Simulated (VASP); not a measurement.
Input of a VASP 6.6.1 run:

POSCAR

```
Tl
1.0
   -1.9559951735      1.9559951735      1.9559951735
    1.9559951735     -1.9559951735      1.9559951735
    1.9559951735      1.9559951735     -1.9559951735
Tl
1
Direct
    0.0000000000      0.0000000000      0.0000000000
```

INCAR.step1

```
ALGO = Normal ; EDIFF = 1E-4
ENCUT = 520 ; GGA = PE
GGA_COMPAT = False ; ISMEAR = 0
LASPH = True ; LCHARG = False
LREAL = False ; LSORBIT = True
LWAVE = True ; MAGMOM = 0 0 0
NBANDS = 24 ; NELM = 150
PREC = Accurate ; SIGMA = 0.1
```

The input INCAR.step2:

```
ALGO = Normal ; EDIFF = 1E-6
ENCUT = 520 ; GGA_COMPAT = False
ISIF = 2 ; ISMEAR = 0
ISTART = 1 ; LASPH = True
LCHARG = True ; LMIXTAU = True
LORBIT = 11 ; LORBMOM = True
LREAL = False ; LSORBIT = True
LVHAR = True ; LWAVE = False
MAGMOM = 0 0 0 ; METAGGA = R2SCAN
NBANDS = 24 ; NELM = 150
PREC = Accurate ; SIGMA = 0.1
```

The input KPOINTS:

```
k-points
0
Gamma
  9 9 9
```

Potentials or basis: VASP PAW PBE potentials, release 64 (Tl_d).

Command:

```console
$ cat potpaw_PBE.64/Tl_d/POTCAR > POTCAR
$ cp INCAR.step1 INCAR
$ mpirun -np 1 vasp_ncl > vasp.out
$ cp INCAR.step2 INCAR
$ mpirun -np 1 vasp_ncl > vasp.out
```

(1) Estimate the pressure.

(2) What does it give for the net moment?

## Answers

(1) -0.2 GPa.

(2) 0.00 μB per cell.

Caveat: the PAW data sets were made with another functional, which shifts forces and pressure a little.
